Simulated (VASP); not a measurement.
# BaF2 (Fm-3m) in VASP: settings compared

The runs below take BaF2 through single point, relaxation of cell and atoms, with r2SCAN, PBE.

Program: VASP 6.6.1. These are calculated values, not measurements. Logs are shortened: lines on timing, memory, paths and dates and some standing lists are left out, and cuts for length are marked.

### Step 1. The cell of the first run

It takes space group Fm-3m (No. 225, cubic). Conventional cell: a = 6.194 Å, b = 6.194 Å, c = 6.194 Å, α = 90.00°, β = 90.00°, γ = 90.00°. Ba (site symmetry m-3m) has 8 F at 2.68 Å within 3.5 Å. Within 3.5 Å of F (site symmetry -43m) lie 4 Ba at 2.68 Å and 6 F at 3.10 Å.

### Step 2. Single point, r2SCAN

Contents of POSCAR:

```
BaF2
1.0
    0.0000000000      3.0971612419      3.0971612419
    3.0971612419      0.0000000000      3.0971612419
    3.0971612419      3.0971612419      0.0000000000
Ba F
1 2
Direct
    0.0000000000      0.0000000000      0.0000000000
    0.2500000000      0.2500000000      0.2500000000
    0.7500000000      0.7500000000      0.7500000000
```

Contents of INCAR.step1:

```
  PREC = Accurate
  ENCUT = 660
  ISMEAR = -1
  SIGMA = 0.02
  LREAL = False
  LASPH = True
  NELM = 120
  NBANDS = 19
  GGA = PE
  ALGO = Normal
  EDIFF = 1E-5
  LWAVE = True
  LCHARG = False
  GGA_COMPAT = False
```

Contents of INCAR.step2:

```
  PREC = Accurate
  ENCUT = 660
  EDIFF = 1E-6
  ISMEAR = -1
  SIGMA = 0.02
  LREAL = False
  LASPH = True
  NELM = 120
  ALGO = Normal
  ISIF = 2
  LWAVE = False
  LCHARG = True
  METAGGA = R2SCAN
  LMIXTAU = True
  LELF = True
  LVHAR = True
  NBANDS = 19
  ISTART = 1
  GGA_COMPAT = False
```

Contents of KPOINTS:

```
regular mesh
0
Gamma
  6 6 6
```

Potentials or basis: VASP PAW PBE potentials, release 64 (Ba_sv, F).

Command:

```sh
$ cat potpaw_PBE.64/Ba_sv/POTCAR potpaw_PBE.64/F/POTCAR > POTCAR
$ cp INCAR.step1 INCAR
$ mpirun -np 1 vasp_std > vasp.out
$ cp INCAR.step2 INCAR
$ mpirun -np 1 vasp_std > vasp.out
```

OUTCAR:

```text
PREC = Accurate
   ENCUT = 660
   EDIFF = 1E-6
   ISMEAR = -1
   LREAL = False
   LASPH = True
   NELM = 120
   ISIF = 2
   METAGGA = R2SCAN
   ISTART = 1

 ion  position               nearest neighbor table
   1  0.000  0.000  0.000-   3 2.68   3 2.68   3 2.68   2 2.68   2 2.68   2 2.68   3 2.68   2 2.68

   2  0.250  0.250  0.250-   1 2.68   1 2.68   1 2.68   1 2.68
   3  0.750  0.750  0.750-   1 2.68   1 2.68   1 2.68   1 2.68

  LATTYP: Found a face centered cubic cell.
 ALAT       =     6.1943224838

  Lattice vectors:

 A1 = (   0.0000000000,   3.0971612419,   3.0971612419)
 A2 = (   3.0971612419,   0.0000000000,   3.0971612419)
 A3 = (   3.0971612419,   3.0971612419,   0.0000000000)

Analysis of symmetry for initial positions (statically):
=====================================================================
 Subroutine PRICEL returns:
 Original cell was already a primitive cell.

 Routine SETGRP: Setting up the symmetry group for a
 face centered cubic supercell.

 Subroutine GETGRP returns: Found 48 space group operations
 (whereof 48 operations were pure point group operations)
 out of a pool of 48 trial point group operations.

The static configuration has the point symmetry O_h .

Analysis of symmetry for dynamics (positions and initial velocities):
=====================================================================
 Subroutine PRICEL returns:
 Original cell was already a primitive cell.

 Routine SETGRP: Setting up the symmetry group for a
 face centered cubic supercell.

 Subroutine GETGRP returns: Found 48 space group operations
 (whereof 48 operations were pure point group operations)
 out of a pool of 48 trial point group operations.

The dynamic configuration has the point symmetry O_h .

 Subroutine INISYM returns: Found 48 space group operations
 (whereof 48 operations are pure point group operations),
 and found     1 'primitive' translations

----------------------------------------------------------------------------------------

                                     Primitive cell

  volume of cell :      59.4185

  direct lattice vectors                    reciprocal lattice vectors
     0.000000000  3.097161242  3.097161242    -0.161438156  0.161438156  0.161438156
     3.097161242  0.000000000  3.097161242     0.161438156 -0.161438156  0.161438156
     3.097161242  3.097161242  0.000000000     0.161438156  0.161438156 -0.161438156

  length of vectors
     4.380047433  4.380047433  4.380047433     0.279619089  0.279619089  0.279619089

  position of ions in fractional coordinates (direct lattice)
     0.000000000  0.000000000  0.000000000
     0.250000000  0.250000000  0.250000000
     0.750000000  0.750000000  0.750000000

  ion indices of the primitive-cell ions
   primitive index   ion index
                 1           1
                 2           2
                 3           3

----------------------------------------------------------------------------------------

 KPOINTS: regular mesh

Automatic generation of k-mesh.
 Grid dimensions read from file:
 generate k-points for:    6    6    6

 Generating k-lattice:

  Cartesian coordinates                     Fractional coordinates (reciprocal lattice)
    -0.026906359  0.026906359  0.026906359     0.166666667  0.000000000  0.000000000
     0.026906359 -0.026906359  0.026906359     0.000000000  0.166666667  0.000000000
     0.026906359  0.026906359 -0.026906359     0.000000000  0.000000000  0.166666667

  Length of vectors
     0.046603181  0.046603181  0.046603181

  Shift w.r.t. Gamma in fractional coordinates (k-lattice)
     0.000000000  0.000000000  0.000000000

 Subroutine IBZKPT returns following result:
 ===========================================

 Found     16 irreducible k-points:

 Following reciprocal coordinates:
            Coordinates               Weight
  0.000000  0.000000  0.000000      1.000000
  0.166667  0.000000  0.000000      8.000000
  0.333333  0.000000  0.000000      8.000000
  0.500000  0.000000  0.000000      4.000000
  0.166667  0.166667  0.000000      6.000000
  0.333333  0.166667  0.000000     24.000000
[... 8 lines left out ...]
 -0.333333  0.333333  0.166667     24.000000
 -0.333333  0.500000  0.166667     12.000000
   k-points           NKPTS =     16   k-points in BZ     NKDIM =     16   number of bands    NBANDS=     19
   number of dos      NEDOS =    301   number of ions     NIONS =      3
   total plane-waves  NPLWV =  64000
   dimension x,y,z NGX =    40 NGY =   40 NGZ =   40
   dimension x,y,z NGXF=    80 NGYF=   80 NGZF=   80
   ions per type =               1   2
   NGX,Y,Z   is equivalent  to a cutoff of  15.18, 15.18, 15.18 a.u.
   NGXF,Y,Z  is equivalent  to a cutoff of  30.36, 30.36, 30.36 a.u.
 SYSTEM =  unknown system
   PREC   = accura    normal or accurate (medium, high low for compatibility)
   ISTART =      1    job   : 0-new  1-cont  2-samecut
   ICHARG =      0    charge: 1-file 2-atom 10-const
   ISPIN  =      1    spin polarized calculation?
   LNONCOLLINEAR =      F non collinear calculations
   LSORBIT =      F    spin-orbit coupling
   LASPH  =      T    aspherical Exc in radial PAW
   ENCUT  =  660.0 eV  48.51 Ry    6.96 a.u.   9.18  9.18  9.18*2*pi/ulx,y,z
   NELM   =    120;   NELMIN=  2; NELMDL=  0     # of ELM steps
   EDIFF  = 0.1E-05   stopping-criterion for ELM
   LREAL  =      F    real-space projection
   EDIFFG = 0.1E-04   stopping-criterion for IOM
   NSW    =      0    number of steps for IOM
   IBRION =     -1    ionic relax: 0-MD 1-quasi-New 2-CG
   NFREE  =      0    steps in history (QN), initial steepest desc. (CG)
   ISIF   =      2    stress and relaxation
   ISYM   =      2    0-nonsym 1-usesym 2-fastsym
   POTIM  = 0.5000    time-step for ionic-motion
   TEBEG  =    0.0;   TEEND  =   0.0 temperature during run
   PSTRESS=    0.0 pullay stress
   NELECT =      24.0000    total number of electrons
   NUPDOWN=      -1.0000    fix difference up-down
   EMIN   =  10.00;   EMAX   =-10.00  energy-range for DOS
   EFERMI =   0.00;   METHOD = LEGACY
   ISMEAR =    -1;   SIGMA  =   0.02  broadening in eV -4-tet -1-fermi 0-gaus
   EFERMI_NEDOS =   21; number of points for ismear=-14 and -15
   IALGO  =     38    algorithm
   IMIX   =      4    mixing-type and parameters
     AMIX     =   0.40;   BMIX     =  1.00
     AMIX_MAG =   1.60;   BMIX_MAG =  1.00
  volume/ion in A,a.u.               =      19.81       133.66
  Fermi-wavevector in a.u.,A,eV,Ry     =   1.210147  2.286846 19.925127  1.464456
  Thomas-Fermi vector in A             =   2.345703
   LORBIT       =      0    0 simple, 1 ext, 2 COOP (PROOUT), +10 PAW based schemes
   METAGGA = R2SCAN    functional components
   LHFCALC =     F    Hartree Fock is set to
   AEXX    =    0.0000 exact exchange contribution
   IVDW    =     0    specifies the selected vdW correction
   LEPSILON=     F    determine dielectric tensor
   LRPA    =     F    only Hartree local field effects (RPA)
 non-spin polarized calculation
  energy-cutoff  :      660.00
  volume of cell :       59.42
 maximum number of plane-waves:      2301
 NGX is ok and might be reduce to    40
   NGX = 19   NGY = 19   NGZ = 19

 number of electron      24.0000002 magnetization

 Free energy of the ion-electron system (eV)
  ---------------------------------------------------
  ext. energy  EPLUGINS =         0.00000000
  ---------------------------------------------------
  free energy    TOTEN  =       -45.06747047 eV

  energy without entropy =      -45.06747047  energy(sigma->0) =      -45.06747047

 E-fermi :  -2.0370     XC(G=0):  -9.2558

 val. band max:       -2.5971151102   @ k =  -0.1667   0.1667   0.0000
 cond. band min:       4.7619912658   @ k =   0.0000   0.0000   0.0000
 fundamental gap:      7.3591063760
 Fermi energy:        -2.0369903536

 k-point     1 :       0.0000    0.0000    0.0000
  band No.  band energies     occupation
      1     -26.2167      2.00000
      2     -22.6741      2.00000
      3     -22.5349      2.00000
      4     -10.5578      2.00000
      5     -10.5578      2.00000
      6     -10.5578      2.00000
[... 11 lines left out ...]
     18       9.7063      0.00000
     19      13.6172      0.00000

 k-point     2 :       0.1667    0.0000    0.0000
  band No.  band energies     occupation
      1     -26.1549      2.00000
      2     -22.7006      2.00000
      3     -22.6075      2.00000
      4     -10.6075      2.00000
      5     -10.6003      2.00000
      6     -10.6003      2.00000
[... 11 lines left out ...]
     18       9.7331      0.00000
     19      12.5429      0.00000

 k-point     3 :       0.3333    0.0000    0.0000
  band No.  band energies     occupation
      1     -26.0216      2.00000
      2     -22.8168      2.00000
      3     -22.6994      2.00000
      4     -10.6930      2.00000
      5     -10.6820      2.00000
      6     -10.6820      2.00000
[... 11 lines left out ...]
     18       9.8268      0.00000
     19      11.7884      0.00000

 k-point     4 :       0.5000    0.0000    0.0000
  band No.  band energies     occupation
      1     -25.9492      2.00000
      2     -22.9041      2.00000
      3     -22.7222      2.00000
      4     -10.7297      2.00000
      5     -10.7212      2.00000
      6     -10.7212      2.00000
[... 231 lines left out ...]
     18      10.6609      0.00000
     19      12.7491      0.00000

 k-point    15 :      -0.3333    0.3333    0.1667
  band No.  band energies     occupation
      1     -25.8768      2.00000
      2     -22.8906      2.00000
      3     -22.8444      2.00000
      4     -10.9166      2.00000
      5     -10.6909      2.00000
      6     -10.6898      2.00000
[... 11 lines left out ...]
     18      11.4430      0.00000
     19      12.5007      0.00000

 k-point    16 :      -0.3333    0.5000    0.1667
  band No.  band energies     occupation
      1     -25.8515      2.00000
      2     -22.9313      2.00000
      3     -22.8403      2.00000
      4     -10.9732      2.00000
      5     -10.8196      2.00000
      6     -10.5382      2.00000
[... 11 lines left out ...]
     18      12.7801      0.00000
     19      13.0993      0.00000

------------------------ aborting loop because EDIFF is reached ----------------------------------------

  FORCE on cell =-STRESS in cart. coord.  units (eV):
  Direction    XX          YY          ZZ          XY          YZ          ZX
  --------------------------------------------------------------------------------------
  -------------------------------------------------------------------------------------
  Total        0.3346707      0.3346707      0.3346707      0.0000000     -0.0000000     -0.0000000
  in kB        9.0241603      9.0241603      9.0241603      0.0000000     -0.0000000     -0.0000000
  external PRESSURE =       9.0241603 kB  Pullay stress =       0.0000000 kB

 VOLUME and BASIS-vectors are now :
 -----------------------------------------------------------------------------
  energy-cutoff  :      660.00
  volume of cell :       59.42
      direct lattice vectors                 reciprocal lattice vectors
     0.000000000  3.097161242  3.097161242    -0.161438156  0.161438156  0.161438156
     3.097161242  0.000000000  3.097161242     0.161438156 -0.161438156  0.161438156
     3.097161242  3.097161242  0.000000000     0.161438156  0.161438156 -0.161438156

 POSITION                                       TOTAL-FORCE (eV/Angst)
 -----------------------------------------------------------------------------------
      0.00000      0.00000      0.00000        -0.000000      0.000000      0.000000
      1.54858      1.54858      1.54858        -0.000000     -0.000000     -0.000000
      4.64574      4.64574      4.64574         0.000000      0.000000      0.000000
 -----------------------------------------------------------------------------------
    total drift:                                0.000000     -0.000000      0.000000

  FREE ENERGIE OF THE ION-ELECTRON SYSTEM (eV)
  ---------------------------------------------------
  free  energy   TOTEN  =       -45.0674704710 eV

  energy  without entropy=      -45.0674704710  energy(sigma->0) =      -45.06747047
```

Wall time 98 s (1 thread of Intel Xeon Platinum 8488C (Sapphire Rapids), shared host); peak memory 0.26 GiB.

What came out:

- Free energy: -45.0675 eV
- Pressure: 0.9 GPa
- Band gap on the k mesh: 7.36 eV (least direct gap 7.43 eV)

Levels at points of the mesh, in eV from the valence-band top:
| k point | band 8 | band 9 | band 10 | band 11 | band 12 | band 13 | band 14 | band 15 | band 16 | band 17 |
| --- | --- | --- | --- | --- | --- | --- | --- | --- | --- | --- |
| (0.00, 0.00, 0.00) | -1.47 | -1.47 | -0.07 | -0.07 | -0.07 | 7.36 | 9.93 | 9.93 | 12.30 | 12.30 |
| (0.50, 0.00, 0.00) | -1.07 | -0.64 | -0.34 | -0.15 | -0.15 | 9.88 | 9.88 | 9.97 | 10.14 | 12.50 |
| (0.50, 0.50, 0.00) | -0.35 | -0.35 | -0.30 | -0.30 | -0.12 | 7.71 | 9.87 | 11.42 | 12.88 | 12.88 |

Caveat: the PAW data sets were made with another functional, which shifts forces and pressure a little; spin-orbit coupling is left out, which moves the levels of the heavy elements. A k mesh can miss the band edges.

(Continued in part 2 of 2.)
